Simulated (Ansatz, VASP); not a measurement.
SiO2: VASP beside Ansatz

```
Si O
1.0
     4.91770    0.00000    0.00000
     0.00000    4.91770    0.00000
     0.00000    0.00000    6.83362
Si O
4 8
Direct
  0.30830 0.30830 0.00000
  0.19170 0.80830 0.25000
  0.69170 0.69170 0.50000
  0.80830 0.19170 0.75000
  0.23580 0.12109 0.18681
  0.37891 0.73580 0.43681
  0.76420 0.87891 0.68681
  0.62109 0.26420 0.93681
  0.73580 0.37891 0.56319
  0.87891 0.76420 0.31319
  0.26420 0.62109 0.06319
  0.12109 0.23580 0.81319
```

Alike in both runs: functional r2SCAN; k mesh 6 × 6 × 4; occupations fermi-dirac, width 0.02 eV; no spin polarisation.

Ansatz relaxed the structure, and its values are those at the end. VASP's run is a single point on that final structure, the one shown.

|  | VASP | Ansatz |
| --- | --- | --- |
| version | VASP 6.6.1 | Ansatz 0.2.0 |
| potentials or method | VASP PAW PBE potentials, release 64 (Si, O), cutoff 520 eV | PAW plane waves |
| valence electrons in the cell | 64 | 64 |

Ansatz gave:

* gap on the k mesh at the Fermi level (eV): 6.43
* pressure (GPa): 0.6
* rms of the force components (eV/Å): 0.002

Question: Which values does VASP return?

Answer: gap on the k mesh at the Fermi level (eV): 6.43; pressure (GPa): 0.8; rms of the force components (eV/Å): 0.012.

VASP's potentials were made for PBE, not for r2SCAN. Ansatz's warnings: stress scf threshold loose.
